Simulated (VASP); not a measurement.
Set up this calculation in VASP 6.6.1, as the native input.

```yaml
Task: relaxation of cell and atoms
Functional: PBE
Potentials_or_basis: VASP PAW PBE potentials, release 64 (Zr_sv, Al, N)
Cutoff: 600 eV
k_mesh: 4 × 4 × 4
Occupations: gaussian, width 0.1 eV
Spin: no spin polarisation
Dipole_correction: no
Further_INCAR_settings: ALGO = Normal; EDIFF = 1e-06; IBRION = 2; EDIFFG = -0.04; NSW = 90; ISIF = 3
```

The structure of ZrAl3N4 lies in POSCAR:

```
ZrAl3N4
1.0
    4.7163717700      0.0000000000      0.0000000000
    0.0000000000      4.7163717700      0.0000000000
    0.0000000000      0.0000000000      4.7163717700
Zr Al N
1 3 4
Direct
    0.0000000000      0.0000000000      0.0000000000
    0.5000000000      0.0000000000      0.5000000000
    0.5000000000      0.5000000000      0.0000000000
    0.0000000000      0.5000000000      0.5000000000
    0.0000000000      0.5000000000      0.0000000000
    0.5000000000      0.5000000000      0.5000000000
    0.0000000000      0.0000000000      0.5000000000
    0.5000000000      0.0000000000      0.0000000000
```

These files were run (other wordings do the same):

INCAR

```
SYSTEM = ZrAl3N4
PREC     = Accurate       ! precision mode
ENCUT    = 600            ! plane-wave cutoff, eV
EDIFF    = 1E-6           ! SCF threshold, eV
ISMEAR   = 0              ! smearing method
SIGMA    = 0.1            ! smearing width, eV
LREAL    = .False.        ! projectors in reciprocal space
LASPH    = .True.         ! aspherical terms in the spheres
NELM     = 80             ! most SCF steps
ALGO     = Normal         ! electronic algorithm
ISIF     = 3              ! what is computed and relaxed
LWAVE    = .False.        ! write WAVECAR
LCHARG   = .False.        ! write CHGCAR
GGA      = PE             ! functional
IBRION   = 2              ! ionic algorithm
NSW      = 90             ! ionic steps
EDIFFG   = -0.04          ! ionic threshold
```

KPOINTS

```
regular mesh
0
Gamma
  4 4 4
  0 0 0
```

Potentials or basis: VASP PAW PBE potentials, release 64 (Zr_sv, Al, N).

Run with:

```console
$ cat potpaw_PBE.64/Zr_sv/POTCAR potpaw_PBE.64/Al/POTCAR potpaw_PBE.64/N/POTCAR > POTCAR
$ mpirun -np 1 vasp_std > vasp.out
```

Results of the run:

- Relaxed volume: 9.90 Å³/atom
- Relaxed cell: a = 4.294 Å, b = 4.294 Å, c = 4.294 Å, α = 90.00°, β = 90.00°, γ = 90.00°
- Space group after relaxing (to 0.05 Å): Pm-3m (No. 221)
- Energy gained by relaxing: 412.9 meV/atom
- Ionic steps: 4
- Pressure after relaxing: 0.1 GPa

Caveat: the volume moved by over 15 % at a fixed basis, so the end points are rough.

Run time: 64 s on 1 thread of Intel(R) Xeon(R) 6975P-C (Granite Rapids) (shared host), peak memory 0.26 GiB.
